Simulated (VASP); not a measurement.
# Re3I (Pm-3m) in VASP: a series of runs, part 2 of 2

VASP 6.6.1. Earlier steps stand in the parts before.

## (4) Relaxation of cell and atoms, PBE, collinear spin

This run uses another cell than the first one, of 20.91 Å³/atom.

INCAR reads:

```
SYSTEM = Re3I
PREC     = Accurate       ! precision mode
ENCUT    = 600            ! plane-wave cutoff, eV
EDIFF    = 1E-6           ! SCF threshold, eV
ISMEAR   = 0              ! smearing method
SIGMA    = 0.1            ! smearing width, eV
LREAL    = .FALSE.        ! projectors in reciprocal space
LASPH    = .TRUE.         ! aspherical terms in the spheres
NELM     = 150            ! most SCF steps
ALGO     = Normal         ! electronic algorithm
ISIF     = 3              ! what is computed and relaxed
LWAVE    = .FALSE.        ! write WAVECAR
LCHARG   = .FALSE.        ! write CHGCAR
ISPIN    = 2              ! spin polarisation
MAGMOM   = 0.82 0.82 0.82 0 ! initial moments
LORBIT   = 11             ! projections on sites
LMAXMIX  = 4              ! l up to which the mixer works
GGA      = PE             ! functional
IBRION   = 2              ! ionic algorithm
NSW      = 90             ! ionic steps
EDIFFG   = -0.04          ! ionic threshold
```

KPOINTS reads:

```
Automatic mesh
0
G
  4 4 4
  0 0 0
```

POSCAR reads:

```
Re3I
1.0
    4.3731807516      0.0000000000      0.0000000000
    0.0000000000      4.3731807516      0.0000000000
    0.0000000000      0.0000000000      4.3731807516
Re I
3 1
Direct
    0.0000000000      0.5000000000      0.5000000000
    0.5000000000      0.0000000000      0.5000000000
    0.5000000000      0.5000000000      0.0000000000
    0.0000000000      0.0000000000      0.0000000000
```

Potentials or basis: VASP PAW PBE potentials, release 64 (Re, I).

The run is started by

```
> cat potpaw_PBE.64/Re/POTCAR potpaw_PBE.64/I/POTCAR > POTCAR
> mpirun -np 1 vasp_std > vasp.out
```

OUTCAR:

```text
SYSTEM = Re3I
   PREC = Accurate
   ENCUT = 600
   EDIFF = 1E-6
   ISMEAR = 0
   LREAL = .FALSE.
   LASPH = .TRUE.
   NELM = 150
   ISIF = 3
   ISPIN = 2
   LORBIT = 11
   GGA = PE
   IBRION = 2
   NSW = 90
   EDIFFG = -0.04

 ion  position               nearest neighbor table
   1  0.000  0.500  0.500-   2 3.09   3 3.09   4 3.09   3 3.09   4 3.09   2 3.09   4 3.09   4 3.09
                             2 3.09   3 3.09   3 3.09   2 3.09
   2  0.500  0.000  0.500-   1 3.09   3 3.09   4 3.09   3 3.09   4 3.09   1 3.09   3 3.09   3 3.09
                             1 3.09   4 3.09   4 3.09   1 3.09
   3  0.500  0.500  0.000-   1 3.09   2 3.09   4 3.09   1 3.09   2 3.09   2 3.09   4 3.09   2 3.09
                             1 3.09   4 3.09   1 3.09   4 3.09
   4  0.000  0.000  0.000-   1 3.09   2 3.09   3 3.09   1 3.09   2 3.09   1 3.09   3 3.09   1 3.09
                             2 3.09   3 3.09   2 3.09   3 3.09

  LATTYP: Found a simple cubic cell.
 ALAT       =     4.3731807516

  Lattice vectors:

 A1 = (   4.3731807516,   0.0000000000,   0.0000000000)
 A2 = (   0.0000000000,   4.3731807516,   0.0000000000)
 A3 = (   0.0000000000,   0.0000000000,   4.3731807516)

Analysis of symmetry for initial positions (statically):
=====================================================================
 Subroutine PRICEL returns:
 Original cell was already a primitive cell.

 Routine SETGRP: Setting up the symmetry group for a
 simple cubic supercell.

 Subroutine GETGRP returns: Found 48 space group operations
 (whereof 48 operations were pure point group operations)
 out of a pool of 48 trial point group operations.

The static configuration has the point symmetry O_h .

Analysis of symmetry for dynamics (positions and initial velocities):
=====================================================================
 Subroutine PRICEL returns:
 Original cell was already a primitive cell.

 Routine SETGRP: Setting up the symmetry group for a
 simple cubic supercell.

 Subroutine GETGRP returns: Found 48 space group operations
 (whereof 48 operations were pure point group operations)
 out of a pool of 48 trial point group operations.

The dynamic configuration has the point symmetry O_h .

Analysis of structural, dynamic, and magnetic symmetry:
=====================================================================
[... 146 lines left out ...]
  ---------------------------------------------------
  free energy    TOTEN  =       -30.31250668 eV

  energy without entropy =      -30.28660746  energy(sigma->0) =      -30.29955707

------------------------ aborting loop because EDIFF is reached ----------------------------------------

  FORCE on cell =-STRESS in cart. coord.  units (eV):
  Direction    XX          YY          ZZ          XY          YZ          ZX
  --------------------------------------------------------------------------------------
  -------------------------------------------------------------------------------------
  Total      -14.3982383    -14.3982383    -14.3982383     -0.0000000     -0.0000000     -0.0000000
  in kB     -275.8212080   -275.8212080   -275.8212080     -0.0000000     -0.0000000     -0.0000000
  external PRESSURE =    -275.8212080 kB  Pullay stress =       0.0000000 kB
[... 27 lines left out ...]
 number of electron      28.0000000 magnetization      -0.0007625

 number of electron      28.0000000 magnetization       0.0006301

 E-fermi :  15.3495     XC(G=0): -14.8487

 val. band max:       15.3037860735   @ k =   0.5000   0.2500   0.2500
 cond. band min:      15.4439472094   @ k =   0.5000   0.0000   0.0000
 fundamental gap:      0.1401611360
 Fermi energy:        15.3495406976

 spin component 1

 k-point     1 :       0.0000    0.0000    0.0000
  band No.  band energies     occupation
      1      -4.7987      1.00000
      2       5.5675      1.00000
      3       7.0139      1.00000
      4       7.0139      1.00000
      5       7.9723      1.00000
      6       7.9723      1.00000
[... 549 lines left out ...]
 number of electron      28.0000000 magnetization       0.0168163

 number of electron      28.0000000 magnetization      -0.0020181

 Free energy of the ion-electron system (eV)
  ---------------------------------------------------
  ext. energy  EPLUGINS =         0.00000000
  ---------------------------------------------------
  free energy    TOTEN  =       -31.99429689 eV

  energy without entropy =      -31.94416737  energy(sigma->0) =      -31.96923213

 E-fermi :   9.5692     XC(G=0): -12.8704

 val. band max:        9.5667721599   @ k =   0.5000   0.2500   0.0000
 cond. band min:       9.5849387497   @ k =   0.5000   0.2500   0.2500
 fundamental gap:      0.0181665898
 Fermi energy:         9.5692071777

 spin component 1

 k-point     1 :       0.0000    0.0000    0.0000
  band No.  band energies     occupation
      1      -7.2457      1.00000
      2       2.6708      1.00000
      3       4.1697      1.00000
      4       4.1697      1.00000
      5       4.1697      1.00000
      6       4.3480      1.00000
[... 463 lines left out ...]
  FREE ENERGIE OF THE ION-ELECTRON SYSTEM (eV)
  ---------------------------------------------------
  free  energy   TOTEN  =       -31.9942968876 eV

  energy  without entropy=      -31.9441673678  energy(sigma->0) =      -31.96923213

 reached required accuracy - stopping structural energy minimisation

 total charge

# of ion       s       p       d       tot
------------------------------------------
    1        0.551   0.464   4.841   5.856
    2        0.551   0.464   4.841   5.856
    3        0.551   0.464   4.841   5.856
    4        1.589   2.317   0.335   4.241
--------------------------------------------------
tot          3.241   3.708  14.860  21.809

 magnetization (x)

# of ion       s       p       d       tot
------------------------------------------
    1       -0.000  -0.000  -0.001  -0.001
    2       -0.000  -0.000  -0.001  -0.001
    3       -0.000  -0.000  -0.001  -0.001
    4       -0.000   0.000  -0.000  -0.000
--------------------------------------------------
tot         -0.000  -0.000  -0.002  -0.002
```

OSZICAR:

```text
N       E                     dE             d eps       ncg     rms          rms(c)
DAV:   1     0.124118933350E+03    0.12412E+03   -0.12760E+04  1458   0.169E+03
DAV:   2    -0.131548097461E+02   -0.13727E+03   -0.13102E+03  1458   0.461E+02
[... 64 lines left out ...]
DAV:   7    -0.319943265995E+02   -0.78524E-05   -0.74924E-06   709   0.272E-02    0.406E-02
DAV:   8    -0.319943246295E+02    0.19700E-05   -0.27459E-07   451   0.177E-02    0.405E-02
DAV:   9    -0.319943173181E+02    0.73114E-05   -0.67671E-07   416   0.142E-02    0.397E-02
DAV:  10    -0.319943033155E+02    0.14003E-04   -0.12815E-05  1056   0.350E-02    0.313E-02
DAV:  11    -0.319942970554E+02    0.62601E-05   -0.31078E-05  1330   0.472E-02    0.288E-02
DAV:  12    -0.319942968876E+02    0.16776E-06   -0.48385E-07   451   0.150E-02
   5 F= -.31994297E+02 E0= -.31969232E+02  d E =-.168179E+01  mag=     0.0014
```

CONTCAR:

```text
Re3I
   1.00000000000000
     4.0751002430029546    0.0000000000000000   -0.0000000000000000
    -0.0000000000000000    4.0751002430029546    0.0000000000000000
     0.0000000000000000   -0.0000000000000000    4.0751002430029546
  Re              I
     3     1
Direct
     0.0000000000000000    0.5000000000000000    0.5000000000000000
     0.5000000000000000    0.0000000000000000    0.5000000000000000
     0.5000000000000000    0.5000000000000000    0.0000000000000000
     0.0000000000000000    0.0000000000000000    0.0000000000000000

  0.00000000E+00  0.00000000E+00  0.00000000E+00
  0.00000000E+00  0.00000000E+00  0.00000000E+00
  0.00000000E+00  0.00000000E+00  0.00000000E+00
  0.00000000E+00  0.00000000E+00  0.00000000E+00
```

It took 4.6 min on 1 thread of Oxide Virtual Turin-like, shared host; peak memory 0.23 GiB.

What came out:

```yaml
Free_energy: -31.9943 eV
Relaxed_volume: 16.92 Å³/atom
Relaxed_cell: a = 4.075 Å, b = 4.075 Å, c = 4.075 Å, α = 90.00°, β = 90.00°, γ = 90.00°
Space_group_after_relaxing_to_0.1_Å: Pm-3m (No. 221)
Pressure_after_relaxing: 0.1 GPa
Band_gap_on_the_k_mesh: zero (filled and empty bands overlap)
Net_moment: 0.00 μB per cell
Valence_electrons_inside_the_program's_atomic_spheres: Re 5.86; I 4.24
```

Final structure:
```
Re I
1.0
     4.07510    0.00000    0.00000
     0.00000    4.07510    0.00000
     0.00000    0.00000    4.07510
Re I
3 1
Cartesian
  0.0000 2.0376 2.0376
  2.0376 0.0000 2.0376
  2.0376 2.0376 0.0000
  0.0000 0.0000 0.0000
```

Levels at points of the mesh, in eV from the Fermi level:
Spin up:
| k point | band 12 | band 13 | band 14 | band 15 | band 16 | band 17 |
| --- | --- | --- | --- | --- | --- | --- |
| (0.00, 0.00, 0.00) | -0.67 | -0.67 | -0.67 | 1.56 | 1.56 | 2.86 |
| (0.50, 0.00, 0.00) | -1.38 | -0.63 | -0.63 | -0.58 | -0.31 | 1.80 |
| (0.50, 0.50, 0.00) | -0.70 | -0.70 | -0.61 | -0.52 | 0.39 | 0.71 |
| (0.50, 0.50, 0.50) | -0.80 | -0.80 | -0.75 | -0.26 | 0.07 | 0.07 |
Spin down:
```tsv
k point	band 12	band 13	band 14	band 15	band 16	band 17
(0.00, 0.00, 0.00)	-0.67	-0.67	-0.67	1.56	1.56	2.86
(0.50, 0.00, 0.00)	-1.38	-0.63	-0.63	-0.58	-0.31	1.80
(0.50, 0.50, 0.00)	-0.70	-0.70	-0.61	-0.52	0.38	0.71
(0.50, 0.50, 0.50)	-0.80	-0.80	-0.75	-0.26	0.07	0.07
```

Caveat: the volume moved by over 15 % at a fixed basis, so the end points are rough; spin-orbit coupling is left out, which moves the levels of the heavy elements.

## (5) Single point, PBE, collinear spin

This run uses another cell than the first one, of 16.82 Å³/atom.

INCAR reads:

```
PREC     = Accurate       # precision mode
ENCUT    = 520            # plane-wave cutoff, eV
EDIFF    = 1E-7           # SCF threshold, eV
ISMEAR   = 0              # smearing method
SIGMA    = 0.1            # smearing width, eV
LREAL    = F              # projectors in reciprocal space
LASPH    = T              # aspherical terms in the spheres
NELM     = 150            # most SCF steps
ALGO     = Fast           # electronic algorithm
ISIF     = 2              # what is computed and relaxed
LWAVE    = F              # write WAVECAR
LCHARG   = F              # write CHGCAR
ISPIN    = 2              # spin polarisation
MAGMOM   = 0.53 0.53 0.53 0 # initial moments
LORBIT   = 11             # projections on sites
LMAXMIX  = 4              # l up to which the mixer works
GGA      = PE             # functional
NBANDS   = 26             # bands
```

KPOINTS reads:

```
regular mesh
0
Gamma
  12 12 12
```

POSCAR reads:

```
Re3I
1.0
    4.0670109682      0.0000000000      0.0000000000
    0.0000000000      4.0670109682      0.0000000000
    0.0000000000      0.0000000000      4.0670109682
Re I
3 1
Direct
    0.0000000000      0.5000000000      0.5000000000
    0.5000000000      0.0000000000      0.5000000000
    0.5000000000      0.5000000000      0.0000000000
    0.0000000000      0.0000000000      0.0000000000
```

The run is started by

```
> cat potpaw_PBE.64/Re/POTCAR potpaw_PBE.64/I/POTCAR > POTCAR
> mpirun -np 1 vasp_std > vasp.out
```

Wall time 6.9 min (1 thread of Oxide Virtual Turin-like, shared host); peak memory 0.31 GiB.

Results (log left out):

```yaml
Free_energy: -32.1464 eV
Pressure: -0.1 GPa
Band_gap_on_the_k_mesh: zero (filled and empty bands overlap)
Net_moment: 0.00 μB per cell
Valence_electrons_inside_the_program's_atomic_spheres: Re 5.88; I 4.25
```

Levels at points of the mesh, in eV from the Fermi level:
Spin up:
| k point | band 12 | band 13 | band 14 | band 15 | band 16 | band 17 |
| --- | --- | --- | --- | --- | --- | --- |
| (0.00, 0.00, 0.00) | -0.66 | -0.66 | -0.66 | 1.59 | 1.59 | 2.90 |
| (0.50, 0.00, 0.00) | -1.36 | -0.62 | -0.62 | -0.56 | -0.30 | 1.84 |
| (0.50, 0.50, 0.00) | -0.69 | -0.69 | -0.60 | -0.51 | 0.40 | 0.73 |
| (0.50, 0.50, 0.50) | -0.79 | -0.79 | -0.72 | -0.24 | 0.08 | 0.08 |
Spin down:
| k point | band 11 | band 12 | band 13 | band 14 | band 15 | band 16 | band 17 | band 18 |
| --- | --- | --- | --- | --- | --- | --- | --- | --- |
| (0.00, 0.00, 0.00) | -1.39 | -0.66 | -0.66 | -0.66 | 1.60 | 1.60 | 2.90 | 3.66 |
| (0.50, 0.00, 0.00) | -1.93 | -1.36 | -0.62 | -0.62 | -0.56 | -0.30 | 1.84 | 2.13 |
| (0.50, 0.50, 0.00) | -1.53 | -0.69 | -0.69 | -0.60 | -0.51 | 0.40 | 0.73 | 2.09 |
| (0.50, 0.50, 0.50) | -0.79 | -0.79 | -0.79 | -0.72 | -0.24 | 0.08 | 0.08 | 3.01 |

Caveat: spin-orbit coupling is left out, which moves the levels of the heavy elements.

## (6) The runs side by side

```tsv
task	cell	k mesh	cutoff (eV)	gap on the mesh (eV)	pressure (GPa)	moment (μB)
single point	a = 4.074 Å, 4 atoms	4 × 4 × 4	520	none	-0.2	1.72
single point	a = 4.373 Å, 4 atoms	4 × 4 × 4	520	none	-27.6	2.50
relaxation of cell and atoms	relaxed from a = 4.373 Å, 4 atoms	4 × 4 × 4	600	none	0.1	0.00
single point	a = 4.067 Å, 4 atoms	12 × 12 × 12	520	none	-0.1	0.00
```

Alike in all rows: level PBE; potentials or basis VASP PAW PBE potentials, release 64 (Re, I); spin collinear; smearing gaussian 0.1 eV.

Caveats: some runs use coarse meshes; spin-orbit coupling is left out, which moves the levels of the heavy elements; the cell stands under tension (at least some runs); the volume moved by over 15 % at a fixed basis, so the end points are rough (at least some runs).

Absolute energies hang on the potentials; compare differences alone.

The gap in the log of VASP goes by the Fermi energy; the results here count the filled bands.